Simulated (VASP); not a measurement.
# BAs (F-43m) in VASP: single point with PBE+D4

Aim: the single point of BAs with PBE+D4.

Program: VASP 6.6.1. These are calculated values, not measurements. Logs are shortened: lines on timing, memory, paths and dates and some standing lists are left out, and cuts for length are marked.

## Step 1: The cell of the first run

It takes space group F-43m (No. 216, cubic). Conventional cell: a = 4.777 Å, b = 4.777 Å, c = 4.777 Å, α = 90.00°, β = 90.00°, γ = 90.00°. Within 2.7 Å of B (site symmetry -43m) lie 4 As at 2.07 Å. As (site symmetry -43m) has 4 B at 2.07 Å within 2.7 Å.

## Step 2: Single point, PBE+D4

INCAR

```
SYSTEM = BAs
ALGO     = Normal         ! electronic algorithm
EDIFF    = 1E-6           ! SCF threshold, eV
ENCUT    = 500            ! plane-wave cutoff, eV
GGA      = PE             ! functional
GGA_COMPAT= .False.      
ISIF     = 2              ! what is computed and relaxed
ISMEAR   = 0              ! smearing method
IVDW     = 13             ! dispersion correction
LASPH    = .True.         ! aspherical terms in the spheres
LCHARG   = .False.        ! write CHGCAR
LREAL    = .False.        ! projectors in reciprocal space
LWAVE    = .False.        ! write WAVECAR
NBANDS   = 11             ! bands
NELM     = 120            ! most SCF steps
PREC     = Accurate       ! precision mode
SIGMA    = 0.01           ! smearing width, eV
```

KPOINTS

```
k-points
0
Gamma
  6 6 6
  0 0 0
```

POSCAR

```
BAs
1.0
    0.0000000000      2.3885000000      2.3885000000
    2.3885000000      0.0000000000      2.3885000000
    2.3885000000      2.3885000000      0.0000000000
B As
1 1
Direct
    0.0000000000      0.0000000000      0.0000000000
    0.2500000000      0.2500000000      0.2500000000
```

Potentials or basis: VASP PAW PBE potentials, release 64 (B, As).

Launch:

```bash
$ cat potpaw_PBE.64/B/POTCAR potpaw_PBE.64/As/POTCAR > POTCAR
$ mpirun -np 1 vasp_std > vasp.out
```

OUTCAR:

```text
SYSTEM = BAs
   EDIFF = 1E-6
   ENCUT = 500
   GGA = PE
   ISIF = 2
   ISMEAR = 0
   IVDW = 13
   LASPH = .True.
   LREAL = .False.
   NELM = 120
   PREC = Accurate

 ion  position               nearest neighbor table
   1  0.000  0.000  0.000-   2 2.07   2 2.07   2 2.07   2 2.07
   2  0.250  0.250  0.250-   1 2.07   1 2.07   1 2.07   1 2.07

  LATTYP: Found a face centered cubic cell.
 ALAT       =     4.7770000000

  Lattice vectors:

 A1 = (   0.0000000000,   2.3885000000,   2.3885000000)
 A2 = (   2.3885000000,   0.0000000000,   2.3885000000)
 A3 = (   2.3885000000,   2.3885000000,   0.0000000000)

Analysis of symmetry for initial positions (statically):
=====================================================================
 Subroutine PRICEL returns:
 Original cell was already a primitive cell.

 Routine SETGRP: Setting up the symmetry group for a
 face centered cubic supercell.

 Subroutine GETGRP returns: Found 24 space group operations
 (whereof 24 operations were pure point group operations)
 out of a pool of 48 trial point group operations.

The static configuration has the point symmetry T_d .

Analysis of symmetry for dynamics (positions and initial velocities):
=====================================================================
 Subroutine PRICEL returns:
 Original cell was already a primitive cell.

 Routine SETGRP: Setting up the symmetry group for a
 face centered cubic supercell.

 Subroutine GETGRP returns: Found 24 space group operations
 (whereof 24 operations were pure point group operations)
 out of a pool of 48 trial point group operations.

The dynamic configuration has the point symmetry T_d .

 Subroutine INISYM returns: Found 24 space group operations
 (whereof 24 operations are pure point group operations),
 and found     1 'primitive' translations

----------------------------------------------------------------------------------------

                                     Primitive cell

  volume of cell :      27.2525

  direct lattice vectors                    reciprocal lattice vectors
     0.000000000  2.388500000  2.388500000    -0.209336404  0.209336404  0.209336404
     2.388500000  0.000000000  2.388500000     0.209336404 -0.209336404  0.209336404
     2.388500000  2.388500000  0.000000000     0.209336404  0.209336404 -0.209336404

  length of vectors
     3.377849094  3.377849094  3.377849094     0.362581287  0.362581287  0.362581287

  position of ions in fractional coordinates (direct lattice)
     0.000000000  0.000000000  0.000000000
     0.250000000  0.250000000  0.250000000

  ion indices of the primitive-cell ions
   primitive index   ion index
                 1           1
                 2           2

----------------------------------------------------------------------------------------

 KPOINTS: k-points

Automatic generation of k-mesh.
 Grid dimensions read from file:
 generate k-points for:    6    6    6

 Generating k-lattice:

  Cartesian coordinates                     Fractional coordinates (reciprocal lattice)
    -0.034889401  0.034889401  0.034889401     0.166666667  0.000000000  0.000000000
     0.034889401 -0.034889401  0.034889401     0.000000000  0.166666667  0.000000000
     0.034889401  0.034889401 -0.034889401     0.000000000  0.000000000  0.166666667

  Length of vectors
     0.060430214  0.060430214  0.060430214

  Shift w.r.t. Gamma in fractional coordinates (k-lattice)
     0.000000000  0.000000000  0.000000000

 Subroutine IBZKPT returns following result:
 ===========================================

 Found     16 irreducible k-points:

 Following reciprocal coordinates:
            Coordinates               Weight
  0.000000  0.000000  0.000000      1.000000
  0.166667  0.000000  0.000000      8.000000
  0.333333  0.000000  0.000000      8.000000
  0.500000  0.000000  0.000000      4.000000
  0.166667  0.166667  0.000000      6.000000
  0.333333  0.166667  0.000000     24.000000
[... 8 lines left out ...]
 -0.333333  0.333333  0.166667     24.000000
 -0.333333  0.500000  0.166667     12.000000
   k-points           NKPTS =     16   k-points in BZ     NKDIM =     16   number of bands    NBANDS=     11
   number of dos      NEDOS =    301   number of ions     NIONS =      2
   total plane-waves  NPLWV =  21952
   dimension x,y,z NGX =    28 NGY =   28 NGZ =   28
   dimension x,y,z NGXF=    56 NGYF=   56 NGZF=   56
   ions per type =               1   1
   NGX,Y,Z   is equivalent  to a cutoff of  13.78, 13.78, 13.78 a.u.
   NGXF,Y,Z  is equivalent  to a cutoff of  27.56, 27.56, 27.56 a.u.
 SYSTEM =  BAs
   PREC   = accura    normal or accurate (medium, high low for compatibility)
   ISTART =      0    job   : 0-new  1-cont  2-samecut
   ICHARG =      2    charge: 1-file 2-atom 10-const
   ISPIN  =      1    spin polarized calculation?
   LNONCOLLINEAR =      F non collinear calculations
   LSORBIT =      F    spin-orbit coupling
   LASPH  =      T    aspherical Exc in radial PAW
   ENCUT  =  500.0 eV  36.75 Ry    6.06 a.u.   6.16  6.16  6.16*2*pi/ulx,y,z
   NELM   =    120;   NELMIN=  2; NELMDL= -5     # of ELM steps
   EDIFF  = 0.1E-05   stopping-criterion for ELM
   LREAL  =      F    real-space projection
   EDIFFG = 0.1E-04   stopping-criterion for IOM
   NSW    =      0    number of steps for IOM
   IBRION =     -1    ionic relax: 0-MD 1-quasi-New 2-CG
   NFREE  =      0    steps in history (QN), initial steepest desc. (CG)
   ISIF   =      2    stress and relaxation
   ISYM   =      2    0-nonsym 1-usesym 2-fastsym
   POTIM  = 0.5000    time-step for ionic-motion
   TEBEG  =    0.0;   TEEND  =   0.0 temperature during run
   PSTRESS=    0.0 pullay stress
   NELECT =       8.0000    total number of electrons
   NUPDOWN=      -1.0000    fix difference up-down
   EMIN   =  10.00;   EMAX   =-10.00  energy-range for DOS
   EFERMI =   0.00;   METHOD = LEGACY
   ISMEAR =     0;   SIGMA  =   0.01  broadening in eV -4-tet -1-fermi 0-gaus
   EFERMI_NEDOS =   21; number of points for ismear=-14 and -15
   IALGO  =     38    algorithm
   IMIX   =      4    mixing-type and parameters
     AMIX     =   0.40;   BMIX     =  1.00
     AMIX_MAG =   1.60;   BMIX_MAG =  1.00
  volume/ion in A,a.u.               =      13.63        91.95
  Fermi-wavevector in a.u.,A,eV,Ry     =   1.088018  2.056057 16.106360  1.183784
  Thomas-Fermi vector in A             =   2.224191
   LORBIT       =      0    0 simple, 1 ext, 2 COOP (PROOUT), +10 PAW based schemes
   GGA     = PE    functional components
   LHFCALC =     F    Hartree Fock is set to
   AEXX    =    0.0000 exact exchange contribution
   IVDW    =    13    specifies the selected vdW correction
   LEPSILON=     F    determine dielectric tensor
   LRPA    =     F    only Hartree local field effects (RPA)
 non-spin polarized calculation
 Gauss-broadening in eV      SIGMA  =   0.01
  energy-cutoff  :      500.00
  volume of cell :       27.25
 maximum number of plane-waves:       701
 NGX is ok and might be reduce to    28
   NGX = 13   NGY = 13   NGZ = 13

 number of electron       8.0000000 magnetization

 Free energy of the ion-electron system (eV)
  ---------------------------------------------------
  ext. energy  EPLUGINS =         0.00000000
  ---------------------------------------------------
  free energy    TOTEN  =       -11.38737029 eV

  energy without entropy =      -11.38737029  energy(sigma->0) =      -11.38737029

 E-fermi :   6.1782     XC(G=0): -10.5810

 val. band max:        6.1325607774   @ k =   0.0000   0.0000   0.0000
 cond. band min:       7.4050152474   @ k =   0.3333   0.3333   0.0000
 fundamental gap:      1.2724544700
 Fermi energy:         6.1782067498

 k-point     1 :       0.0000    0.0000    0.0000
  band No.  band energies     occupation
      1      -9.2706      2.00000
      2       6.1326      2.00000
      3       6.1326      2.00000
      4       6.1326      2.00000
      5       9.4064      0.00000
      6       9.4064      0.00000
      7       9.4064      0.00000
      8      10.8198      0.00000
      9      15.7143      0.00000
     10      19.0790      0.00000
     11      19.0790      0.00000

 k-point     2 :       0.1667    0.0000    0.0000
  band No.  band energies     occupation
      1      -8.8177      2.00000
      2       3.1734      2.00000
      3       5.4504      2.00000
      4       5.4504      2.00000
      5       9.4329      0.00000
      6      10.2936      0.00000
      7      10.2936      0.00000
      8      12.7821      0.00000
      9      17.1353      0.00000
     10      17.4188      0.00000
     11      17.4188      0.00000

 k-point     3 :       0.3333    0.0000    0.0000
  band No.  band energies     occupation
      1      -7.5515      2.00000
      2      -0.6106      2.00000
      3       4.6159      2.00000
      4       4.6159      2.00000
      5       8.9952      0.00000
      6      10.9585      0.00000
      7      10.9585      0.00000
      8      14.8128      0.00000
      9      17.6257      0.00000
     10      18.1540      0.00000
     11      18.1540      0.00000

 k-point     4 :       0.5000    0.0000    0.0000
  band No.  band energies     occupation
      1      -6.3985      2.00000
      2      -2.6585      2.00000
      3       4.3102      2.00000
      4       4.3102      2.00000
      5       8.8238      0.00000
      6      10.9102      0.00000
      7      10.9102      0.00000
      8      14.9959      0.00000
      9      18.8484      0.00000
     10      20.7006      0.00000
     11      20.7006      0.00000

 k-point     5 :       0.1667    0.1667    0.0000
  band No.  band energies     occupation
      1      -8.6650      2.00000
      2       3.8486      2.00000
      3       4.4193      2.00000
      4       4.4193      2.00000
      5       8.3756      0.00000
      6      11.7668      0.00000
      7      11.7668      0.00000
      8      11.7714      0.00000
      9      15.8113      0.00000
     10      17.9127      0.00000
     11      19.7423      0.00000
[... 99 lines left out ...]
 k-point    13 :       0.5000    0.5000    0.0000
  band No.  band energies     occupation
      1      -5.0806      2.00000
      2      -2.3994      2.00000
      3       2.0506      2.00000
      4       2.0506      2.00000
      5       7.5569      0.00000
      6       7.5717      0.00000
      7      17.4991      0.00000
      8      17.4991      0.00000
      9      18.9980      0.00000
     10      23.4058      0.00000
     11      23.9407      0.00000

 k-point    14 :       0.5000    0.3333    0.1667
  band No.  band energies     occupation
      1      -6.4702      2.00000
      2      -0.6241      2.00000
      3       1.2559      2.00000
      4       2.9149      2.00000
      5       9.9110      0.00000
      6      11.3231      0.00000
      7      11.9944      0.00000
      8      15.1753      0.00000
      9      17.5794      0.00000
     10      19.8629      0.00000
     11      22.2196      0.00000

 k-point    15 :      -0.3333    0.3333    0.1667
  band No.  band energies     occupation
      1      -5.4421      2.00000
      2      -1.9187      2.00000
      3       0.7155      2.00000
      4       2.2664      2.00000
      5      10.4624      0.00000
      6      11.3702      0.00000
      7      13.5839      0.00000
      8      15.0313      0.00000
      9      16.3779      0.00000
     10      20.5879      0.00000
     11      22.4106      0.00000

 k-point    16 :      -0.3333    0.5000    0.1667
  band No.  band energies     occupation
      1      -4.9616      2.00000
      2      -2.0763      2.00000
      3       0.9765      2.00000
      4       1.1718      2.00000
      5       9.9022      0.00000
      6      10.1191      0.00000
      7      14.7769      0.00000
      8      15.0217      0.00000
      9      18.4396      0.00000
     10      21.7908      0.00000
     11      21.9615      0.00000

------------------------ aborting loop because EDIFF is reached ----------------------------------------

  DFT-D4 for vdW energy calculation

  Edisp (eV):   -0.75132

  FORCE on cell =-STRESS in cart. coord.  units (eV):
  Direction    XX          YY          ZZ          XY          YZ          ZX
  --------------------------------------------------------------------------------------
  -------------------------------------------------------------------------------------
  Total      -0.15859    -0.15859    -0.15859     0.00000     0.00000     0.00000
  in kB      -9.32361    -9.32361    -9.32361     0.00000     0.00000     0.00000
  external pressure =       -9.32 kB  Pullay stress =        0.00 kB

 VOLUME and BASIS-vectors are now :
 -----------------------------------------------------------------------------
  energy-cutoff  :      500.00
  volume of cell :       27.25
      direct lattice vectors                 reciprocal lattice vectors
     0.000000000  2.388500000  2.388500000    -0.209336404  0.209336404  0.209336404
     2.388500000  0.000000000  2.388500000     0.209336404 -0.209336404  0.209336404
     2.388500000  2.388500000  0.000000000     0.209336404  0.209336404 -0.209336404

 POSITION                                       TOTAL-FORCE (eV/Angst)
 -----------------------------------------------------------------------------------
      0.00000      0.00000      0.00000         0.000000     -0.000000      0.000000
      1.19425      1.19425      1.19425        -0.000000      0.000000     -0.000000
 -----------------------------------------------------------------------------------
    total drift:                               -0.000000     -0.000000     -0.000000

  FREE ENERGIE OF THE ION-ELECTRON SYSTEM (eV)
  ---------------------------------------------------
  free  energy   TOTEN  =       -12.1386926679 eV

  energy  without entropy=      -12.1386926679  energy(sigma->0) =      -12.13869267
```

Run time: 11 s. Hardware: 1 thread of AMD EPYC 7R13, shared host; peak memory 0.12 GiB.

What came out:

```
Free energy                : -12.1387 eV
Pressure                   : -0.9 GPa
Band gap on the k mesh     : 1.27 eV, indirect (least direct gap 3.27 eV)
Dispersion energy per atom : -0.376 eV
```

A k mesh can miss the band edges.
